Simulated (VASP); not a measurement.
# Si in VASP: notebook

The runs below take Si through single point, relaxation of the atoms, with PBE+D3(BJ).

Program: VASP 6.6.1. These are calculated values, not measurements. Logs are shortened: lines on timing, memory, paths and dates and some standing lists are left out, and cuts for length are marked.

## 1. The cell of the first run

The cell holds a slab with vacuum, 4 atoms: a = 3.833 Å, b = 3.833 Å, c = 18.066 Å, α = 90.00°, β = 90.00°, γ = 90.00°.

## 2. Single point, PBE+D3(BJ)

INCAR reads:

```
ALGO     = Normal         # electronic algorithm
DIPOL    = 0.5 0.5 0.501
EDIFF    = 1E-6           # SCF threshold, eV
ENCUT    = 520            # plane-wave cutoff, eV
GGA      = PE             # functional
IDIPOL   = 3            
ISIF     = 2              # what is computed and relaxed
ISMEAR   = 0              # smearing method
IVDW     = 12             # dispersion correction
LASPH    = True           # aspherical terms in the spheres
LCHARG   = False          # write CHGCAR
LDIPOL   = True         
LREAL    = False          # projectors in reciprocal space
LWAVE    = False          # write WAVECAR
NBANDS   = 16             # bands
NELM     = 100            # most SCF steps
PREC     = Accurate       # precision mode
SIGMA    = 0.05           # smearing width, eV
```

KPOINTS reads:

```
k-points
0
Gamma
  8 8 1
```

POSCAR reads:

```
Si
1.0
    3.8333442767      0.0000000000      0.0000000000
    0.0000000000      3.8333442767      0.0000000000
    0.0000000000      0.0000000000     18.0658755990
Si
4
Direct
    0.0000000000      0.5000000000      0.3874708403
    0.0000000000      0.0000000000      0.4624902801
    0.5000000000      0.0000000000      0.5406888378
    0.5000000000      0.5000000000      0.6146107754
```

Potentials or basis: VASP PAW PBE potentials, release 64 (Si).

Started as:

```
cat potpaw_PBE.64/Si/POTCAR > POTCAR
mpirun -np 1 vasp_std > vasp.out
```

OUTCAR:

```text
EDIFF = 1E-6
   ENCUT = 520
   GGA = PE
   ISIF = 2
   ISMEAR = 0
   IVDW = 12
   LASPH = True
   LREAL = False
   NELM = 100
   PREC = Accurate
 IVDW          = 12

 ion  position               nearest neighbor table
   1  0.000  0.500  0.387-   2 2.35   2 2.35
   2  0.000  0.000  0.462-   1 2.35   1 2.35   3 2.38   3 2.38
   3  0.500  0.000  0.541-   4 2.34   4 2.34   2 2.38   2 2.38
   4  0.500  0.500  0.615-   3 2.34   3 2.34

  LATTYP: Found a simple tetragonal cell.
 ALAT       =     3.8333442767
 C/A-ratio  =     4.7128236587

  Lattice vectors:

 A1 = (   3.8333442767,   0.0000000000,   0.0000000000)
 A2 = (   0.0000000000,   3.8333442767,   0.0000000000)
 A3 = (   0.0000000000,   0.0000000000,  18.0658755990)

Analysis of symmetry for initial positions (statically):
=====================================================================
 Subroutine PRICEL returns:
 Original cell was already a primitive cell.

 Routine SETGRP: Setting up the symmetry group for a
 simple tetragonal supercell.

 Subroutine GETGRP returns: Found  4 space group operations
 (whereof  4 operations were pure point group operations)
 out of a pool of 16 trial point group operations.

The static configuration has the point symmetry C_2v.

Analysis of symmetry for dynamics (positions and initial velocities):
=====================================================================
 Subroutine PRICEL returns:
 Original cell was already a primitive cell.

 Routine SETGRP: Setting up the symmetry group for a
 simple tetragonal supercell.

 Subroutine GETGRP returns: Found  4 space group operations
 (whereof  4 operations were pure point group operations)
 out of a pool of 16 trial point group operations.

The dynamic configuration has the point symmetry C_2v.

 Subroutine INISYM returns: Found  4 space group operations
 (whereof  4 operations are pure point group operations),
 and found     1 'primitive' translations

----------------------------------------------------------------------------------------

                                     Primitive cell

  volume of cell :     265.4695

  direct lattice vectors                    reciprocal lattice vectors
     3.833344277  0.000000000  0.000000000     0.260868820  0.000000000  0.000000000
     0.000000000  3.833344277  0.000000000     0.000000000  0.260868820  0.000000000
     0.000000000  0.000000000 18.065875599     0.000000000  0.000000000  0.055352977

  length of vectors
     3.833344277  3.833344277 18.065875599     0.260868820  0.260868820  0.055352977
[... 96 lines left out ...]
   NUPDOWN=      -1.0000    fix difference up-down
   EMIN   =  10.00;   EMAX   =-10.00  energy-range for DOS
   EFERMI =   0.00;   METHOD = LEGACY
   ISMEAR =     0;   SIGMA  =   0.05  broadening in eV -4-tet -1-fermi 0-gaus
   EFERMI_NEDOS =   21; number of points for ismear=-14 and -15
   IALGO  =     38    algorithm
   IMIX   =      4    mixing-type and parameters
     AMIX     =   0.40;   BMIX     =  1.00
     AMIX_MAG =   1.60;   BMIX_MAG =  1.00
  volume/ion in A,a.u.               =      66.37       447.87
  Fermi-wavevector in a.u.,A,eV,Ry     =   0.641864  1.212948  5.605463  0.411990
  Thomas-Fermi vector in A             =   1.708345
   LORBIT       =      0    0 simple, 1 ext, 2 COOP (PROOUT), +10 PAW based schemes
   GGA     = PE    functional components
   LHFCALC =     F    Hartree Fock is set to
   AEXX    =    0.0000 exact exchange contribution
   IVDW    =    12    specifies the selected vdW correction
   LEPSILON=     F    determine dielectric tensor
   LRPA    =     F    only Hartree local field effects (RPA)
 non-spin polarized calculation
 Gauss-broadening in eV      SIGMA  =   0.05
  energy-cutoff  :      520.00
  volume of cell :      265.47
 maximum number of plane-waves:      7196
 NGX is ok and might be reduce to    30

 dipolmoment           0.000000      0.000000      0.000561 electrons x Angstroem

 number of electron      16.0000000 magnetization

 dipolmoment           0.000000      0.000000     -0.000602 electrons x Angstroem

 Free energy of the ion-electron system (eV)
  ---------------------------------------------------
  ext. energy  EPLUGINS =         0.00000000
  ---------------------------------------------------
  free energy    TOTEN  =       -18.05306740 eV

  energy without entropy =      -18.05063255  energy(sigma->0) =      -18.05184997

 E-fermi :  -1.9460     XC(G=0):  -3.8998

 val. band max:       -1.9796235036   @ k =   0.0000   0.5000   0.0000
 cond. band min:      -1.9206443108   @ k =  -0.3750   0.5000   0.0000
 fundamental gap:      0.0589791929
 Fermi energy:        -1.9460491311

 k-point     1 :       0.0000    0.0000    0.0000
  band No.  band energies     occupation
      1     -12.8316      2.00000
      2     -10.6800      2.00000
      3      -7.3753      2.00000
      4      -3.8739      2.00000
      5      -3.6508      2.00000
      6      -3.5797      2.00000
[... 433 lines left out ...]
      3      -8.5119      2.00000
      4      -8.4674      2.00000
      5      -5.1026      2.00000
      6      -4.4995      2.00000
[... 8 lines left out ...]
     15       3.5305      0.00000
     16       4.5985      0.00000

 [... further k-points ...]

------------------------ aborting loop because EDIFF is reached ----------------------------------------

 vacuum level on the upper side and lower side of the slab       (xc-potential included)        -0.164        -0.175

 Edisp (eV)   -0.92244

 E8    (eV) :    -0.4017

  FORCE on cell =-STRESS in cart. coord.  units (eV):
  Direction    XX          YY          ZZ          XY          YZ          ZX
  --------------------------------------------------------------------------------------
  -------------------------------------------------------------------------------------
  Total      -3.37538    -1.49927    -0.19042     0.00000     0.00000     0.00000
  in kB     -20.37132    -9.04848    -1.14925     0.00000     0.00000     0.00000
  external pressure =      -10.19 kB  Pullay stress =        0.00 kB

 VOLUME and BASIS-vectors are now :
 -----------------------------------------------------------------------------
  energy-cutoff  :      520.00
  volume of cell :      265.47
      direct lattice vectors                 reciprocal lattice vectors
     3.833344277  0.000000000  0.000000000     0.260868820  0.000000000  0.000000000
     0.000000000  3.833344277  0.000000000     0.000000000  0.260868820  0.000000000
     0.000000000  0.000000000 18.065875599     0.000000000  0.000000000  0.055352977

 POSITION                                       TOTAL-FORCE (eV/Angst)
 -----------------------------------------------------------------------------------
      0.00000      1.91667      7.00000         0.000000      0.000000      0.123354
      0.00000      0.00000      8.35529         0.000000      0.000000     -0.115546
      1.91667      0.00000      9.76802         0.000000      0.000000     -0.011799
      1.91667      1.91667     11.10348         0.000000      0.000000      0.003991
 -----------------------------------------------------------------------------------
    total drift:                                0.000000     -0.000000      0.000009

  FREE ENERGIE OF THE ION-ELECTRON SYSTEM (eV)
  ---------------------------------------------------
  free  energy   TOTEN  =       -18.9755076534 eV

  energy  without entropy=      -18.9730728075  energy(sigma->0) =      -18.97429023

 vacuum level on the upper side and lower side of the slab         3.227         3.230
```

OSZICAR:

```text
N       E                     dE             d eps       ncg     rms          rms(c)
DAV:   1     0.614363367974E+02    0.61436E+02   -0.46135E+03   800   0.691E+02
DAV:   2    -0.130718338898E+02   -0.74508E+02   -0.68228E+02  1176   0.115E+02
DAV:   3    -0.184520228062E+02   -0.53802E+01   -0.52324E+01  1104   0.318E+01
DAV:   4    -0.185908516931E+02   -0.13883E+00   -0.13862E+00  1112   0.685E+00
[... 12 lines left out ...]
DAV:  17    -0.180530107611E+02   -0.38025E-04   -0.25911E-06  1000   0.593E-03    0.167E-03
DAV:  18    -0.180530436014E+02   -0.32840E-04   -0.76348E-07   944   0.353E-03    0.203E-03
DAV:  19    -0.180530594574E+02   -0.15856E-04   -0.37562E-07   864   0.180E-03    0.904E-04
DAV:  20    -0.180530664831E+02   -0.70256E-05   -0.19730E-07   832   0.127E-03    0.608E-04
DAV:  21    -0.180530673959E+02   -0.91281E-06   -0.41306E-08   824   0.637E-04
   1 F= -.18975508E+02 E0= -.18974290E+02  d E =-.243485E-02
```

stdout:

```text
POSCAR found type information on POSCAR Si
 POSCAR found :  1 types and       4 ions
 scaLAPACK will be used
 LDA part: xc-table for (Slater+PW92), standard interpolation
 POSCAR, INCAR and KPOINTS ok, starting setup
 FFT: planning ... GRIDC
 FFT: planning ... GRID_SOFT
 FFT: planning ... GRID
 WAVECAR not read
 entering main loop
```

Wall time 2.6 min (1 thread of Intel Xeon Platinum 8259CL at 2.50GHz (Skylake/Cascade Lake), shared host); peak memory 0.36 GiB.

Results:

```
Free energy                : -18.9755 eV
Largest force              : 0.123 eV/Å
Band gap on the k mesh     : zero (bands 8 and 9 overlap by 0.69 eV)
Dispersion energy per atom : -0.231 eV
```

Forces on the atoms (eV/Å):
```
Si   0.000  0.000  0.123
Si   0.000  0.000 -0.116
Si   0.000  0.000 -0.012
Si   0.000  0.000  0.004
```

## 3. Single point, PBE+D3(BJ)

This run uses another cell than the first one: it holds 16 atoms, not 4.

INCAR reads:

```
SYSTEM = Si
PREC     = Accurate       ! precision mode
ENCUT    = 520            ! plane-wave cutoff, eV
EDIFF    = 1E-6           ! SCF threshold, eV
ISMEAR   = 0              ! smearing method
SIGMA    = 0.05           ! smearing width, eV
LREAL    = Auto         
LASPH    = .True.         ! aspherical terms in the spheres
NELM     = 100            ! most SCF steps
ALGO     = Normal         ! electronic algorithm
ISIF     = 2              ! what is computed and relaxed
LWAVE    = .False.        ! write WAVECAR
LCHARG   = .False.        ! write CHGCAR
LDIPOL   = .True.       
IDIPOL   = 3            
DIPOL    = 0.5 0.5 0.286
GGA      = PE             ! functional
IVDW     = 12             ! dispersion correction
NBANDS   = 46             ! bands
```

KPOINTS reads:

```
regular mesh
0
Gamma
  4 4 1
  0 0 0
```

POSCAR reads:

```
Si
1.0
    7.6666885535      0.0000000000      0.0000000000
    0.0000000000      7.6666885535      0.0000000000
    0.0000000000      0.0000000000     21.2034818118
Si
16
Direct
    0.0000000000      0.2500000000      0.1886482624
    0.0000000000      0.7500000000      0.1886482624
    0.5000000000      0.2500000000      0.1886482624
    0.5000000000      0.7500000000      0.1886482624
    0.0000000000      0.0000000000      0.2525666263
    0.0000000000      0.5000000000      0.2525666263
    0.5000000000      0.0000000000      0.2525666263
    0.5000000000      0.5000000000      0.2525666263
    0.2500000000      0.0000000000      0.3191936750
    0.2500000000      0.5000000000      0.3191936750
    0.7500000000      0.0000000000      0.3191936750
    0.7500000000      0.5000000000      0.3191936750
    0.2500000000      0.2500000000      0.3821769407
    0.2500000000      0.7500000000      0.3821769407
    0.7500000000      0.2500000000      0.3821769407
    0.7500000000      0.7500000000      0.3821769407
```

Potentials or basis: VASP PAW PBE potentials, release 64 (Si).

Started as:

```
cat potpaw_PBE.64/Si/POTCAR > POTCAR
mpirun -np 1 vasp_std > vasp.out
```

OUTCAR:

```text
SYSTEM = Si
   PREC = Accurate
   ENCUT = 520
   EDIFF = 1E-6
   ISMEAR = 0
   LREAL = Auto
   LASPH = .True.
   NELM = 100
   ISIF = 2
   GGA = PE
   IVDW = 12
 IVDW          = 12

 ion  position               nearest neighbor table
   1  0.000  0.250  0.189-   5 2.35   6 2.35
   2  0.000  0.750  0.189-   5 2.35   6 2.35
   3  0.500  0.250  0.189-   7 2.35   8 2.35
   4  0.500  0.750  0.189-   7 2.35   8 2.35
   5  0.000  0.000  0.253-   1 2.35   2 2.35   9 2.38  11 2.38
   6  0.000  0.500  0.253-   1 2.35   2 2.35  10 2.38  12 2.38
   7  0.500  0.000  0.253-   3 2.35   4 2.35   9 2.38  11 2.38
   8  0.500  0.500  0.253-   3 2.35   4 2.35  10 2.38  12 2.38
[... 653 lines left out ...]
  external pressure =       -8.66 kB  Pullay stress =        0.00 kB

 VOLUME and BASIS-vectors are now :
 -----------------------------------------------------------------------------
  energy-cutoff  :      520.00
  volume of cell :     1246.30
      direct lattice vectors                 reciprocal lattice vectors
     7.666688554  0.000000000  0.000000000     0.130434410  0.000000000  0.000000000
     0.000000000  7.666688554  0.000000000     0.000000000  0.130434410  0.000000000
     0.000000000  0.000000000 21.203481812     0.000000000  0.000000000  0.047162066

 POSITION                                       TOTAL-FORCE (eV/Angst)
 -----------------------------------------------------------------------------------
      0.00000      1.91667      4.00000        -0.000000     -0.000000      0.120457
      0.00000      5.75002      4.00000        -0.000000     -0.000000      0.120457
      3.83334      1.91667      4.00000        -0.000000     -0.000000      0.120457
      3.83334      5.75002      4.00000        -0.000000      0.000000      0.120457
      0.00000      0.00000      5.35529        -0.000000      0.000000     -0.112040
      0.00000      3.83334      5.35529         0.000000     -0.000000     -0.112040
[... 8 lines left out ...]
      5.75002      1.91667      8.10348        -0.000000     -0.000000      0.002555
      5.75002      5.75002      8.10348        -0.000000     -0.000000      0.002555
 -----------------------------------------------------------------------------------
    total drift:                                0.000000      0.000000      0.034655

  FREE ENERGIE OF THE ION-ELECTRON SYSTEM (eV)
  ---------------------------------------------------
  free  energy   TOTEN  =       -75.9034385481 eV

  energy  without entropy=      -75.8936994528  energy(sigma->0) =      -75.89856900

 vacuum level on the upper side and lower side of the slab         2.786         2.791
```

stdout:

```text
POSCAR found type information on POSCAR Si
 POSCAR found :  1 types and      16 ions
 scaLAPACK will be used
 LDA part: xc-table for (Slater+PW92), standard interpolation
 POSCAR, INCAR and KPOINTS ok, starting setup
 FFT: planning ... GRIDC
 FFT: planning ... GRID_SOFT
 FFT: planning ... GRID
 WAVECAR not read
 entering main loop
```

Wall time 22 min (1 thread of Intel Xeon Platinum 8259CL at 2.50GHz (Skylake/Cascade Lake), shared host); peak memory 1.2 GiB.

What came out:

```yaml
Free_energy: -75.9034 eV
Largest_force: 0.120 eV/Å
Band_gap_on_the_k_mesh: zero (bands 32 and 33 overlap by 0.29 eV)
Dispersion_energy_per_atom: -0.230 eV
```

Forces in eV/Å, atoms in the order of the input:
```
Si   0.000  0.000  0.120
Si   0.000  0.000  0.120
Si   0.000  0.000  0.120
Si   0.000  0.000  0.120
Si   0.000  0.000 -0.112
Si   0.000  0.000 -0.112
Si   0.000  0.000 -0.112
Si   0.000  0.000 -0.112
Si   0.000  0.000 -0.011
Si   0.000  0.000 -0.011
Si   0.000  0.000 -0.011
Si   0.000  0.000 -0.011
Si   0.000  0.000  0.003
Si   0.000  0.000  0.003
Si   0.000  0.000  0.003
Si   0.000  0.000  0.003
```

Levels at points of the mesh, in eV from the Fermi level:
```tsv
k point	band 30	band 31	band 32	band 33	band 34	band 35
(0.00, 0.00, 0.00)	-0.55	-0.03	0.11	0.12	0.39	0.79
(0.50, 0.00, 0.00)	-0.53	-0.49	-0.49	0.83	0.83	0.92
(0.00, 0.50, 0.00)	-0.66	-0.11	-0.11	0.04	0.04	0.05
(0.50, 0.50, 0.00)	-0.30	-0.30	-0.30	0.61	0.61	0.61
```

(Part 1 of 2 ends here.)
